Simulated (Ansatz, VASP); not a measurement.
**One calculation of Ge, two programs**

File INCAR:

```
SYSTEM = Ge
PREC = Accurate
ENCUT = 520
EDIFF = 1E-6
ISMEAR = 0
SIGMA = 0.15
LREAL = .False.
LASPH = .True.
NELM = 60
ALGO = Normal
ISIF = 2
LWAVE = .False.
LCHARG = .True.
GGA = PE
LELF = .True.
LVHAR = .True.
NBANDS = 21
```

File KPOINTS:

```
regular mesh
0
Gamma
  14 14 14
  0 0 0
```

Contents of POSCAR:

```
Ge
1.0
    0.0000000000      2.7455257010      2.9171210573
    2.7455257010      0.0000000000      2.9171210573
    2.7455257010      2.7455257010      0.0000000000
Ge
2
Direct
    0.5000000000      0.5000000000      0.5000000000
    0.7500000000      0.7500000000      0.7500000000
```

Input for Ansatz:

```yaml
crystal:
  lattice:
    - [0.0, 2.745525701, 2.9171210573]
    - [2.745525701, 0.0, 2.9171210573]
    - [2.745525701, 2.745525701, 0.0]
  atoms:
    - { symbol: Ge, position: [0.5, 0.5, 0.5] }
    - { symbol: Ge, position: [0.75, 0.75, 0.75] }
basis:
  ecutwfc: 420
kpoints:
  mp_grid: { grid: [14, 14, 14] }
hamiltonian:
  xc: pbe
scf:
  occupations: { method: gaussian, width: 0.15 }
output:
  forces: true
  stress: true
  eigenvalues: true
  write_density: true
  write_potential: true
  elf: true
  volumetric_format: npy
```

Alike in both runs: task single point; functional PBE; k mesh 14 × 14 × 14; occupations gaussian, width 0.15 eV; no spin polarisation.

|  | VASP | Ansatz |
| --- | --- | --- |
| version | VASP 6.6.1 | Ansatz 0.2.0 |
| potentials or method | VASP PAW PBE potentials, release 64 (Ge_d), cutoff 520 eV | scalar-relativistic, plane waves, PAW |
| valence electrons in the cell | 28 | 28 |

Ansatz gave:

```
gap on the k mesh at the Fermi level (eV)                     : none
pressure (GPa)                                                : 6.0
traceless stress, the component that is largest in VASP (GPa) : -3.22
```

Problem. Which values does VASP return?

Solution. gap on the k mesh at the Fermi level (eV): none; pressure (GPa): 5.9; traceless stress, the component that is largest in VASP (GPa): -3.23.

A gap of «none» marks a metal or a gap that the smearing closes.
